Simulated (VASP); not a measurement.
Wanted: the native input for a VASP 6.6.1 run.

```
Task                   : single point
Functional             : r2SCAN
Potentials or basis    : VASP PAW PBE potentials, release 64 (Ba_sv)
Cutoff                 : 520 eV
k mesh                 : 6 × 5 × 6
Occupations            : fermi-dirac, width 0.05 eV
Spin                   : no spin polarisation
Dipole correction      : no
Further INCAR settings : ALGO = Normal; EDIFF = 1e-06; NBANDS = 11
```

The system is Ba.

```
Ba
1.0
    -2.47176    2.47765    2.44851
     2.56531   -2.52802    2.59244
     2.45066    2.50692   -2.49889
Ba
1
Direct
  0.99892 0.00475 0.98853
```

The input as run:

POSCAR

```
Ba
1.0
   -2.4717600000      2.4776470000      2.4485140000
    2.5653110000     -2.5280200000      2.5924380000
    2.4506570000      2.5069170000     -2.4988870000
Ba
1
Direct
   -0.0010750000      0.0047450000     -0.0114680000
```

INCAR.step1

```
  PREC = Accurate
  ENCUT = 520
  ISMEAR = -1
  SIGMA = 0.05
  LREAL = F
  LASPH = T
  NELM = 100
  NBANDS = 11
  GGA = PE
  ALGO = Normal
  EDIFF = 1E-4
  LWAVE = T
  LCHARG = F
```

INCAR.step2

```
  PREC = Accurate
  ENCUT = 520
  EDIFF = 1E-6
  ISMEAR = -1
  SIGMA = 0.05
  LREAL = F
  LASPH = T
  NELM = 100
  ALGO = Normal
  ISIF = 2
  LWAVE = F
  LCHARG = F
  METAGGA = R2SCAN
  LMIXTAU = T
  NBANDS = 11
  ISTART = 1
```

KPOINTS

```
Automatic mesh
0
Gamma
  6 5 6
```

Potentials or basis: VASP PAW PBE potentials, release 64 (Ba_sv).

The run is started by

```bash
$ cat potpaw_PBE.64/Ba_sv/POTCAR > POTCAR
$ cp INCAR.step1 INCAR
$ mpirun -np 1 vasp_std > vasp.out
$ cp INCAR.step2 INCAR
$ mpirun -np 1 vasp_std > vasp.out
```

It gave:

```yaml
Pressure: 0.4 GPa
Band_gap_on_the_k_mesh: zero (bands 5 and 6 overlap by 0.76 eV)
```

Caveat: the PAW data sets were made with another functional, which shifts forces and pressure a little; spin-orbit coupling is left out, which moves the levels of the heavy elements.

Run time: 3.4 min on 1 thread of Oxide Virtual Turin-like Processor, with other jobs on the host, peak memory 0.2 GiB.
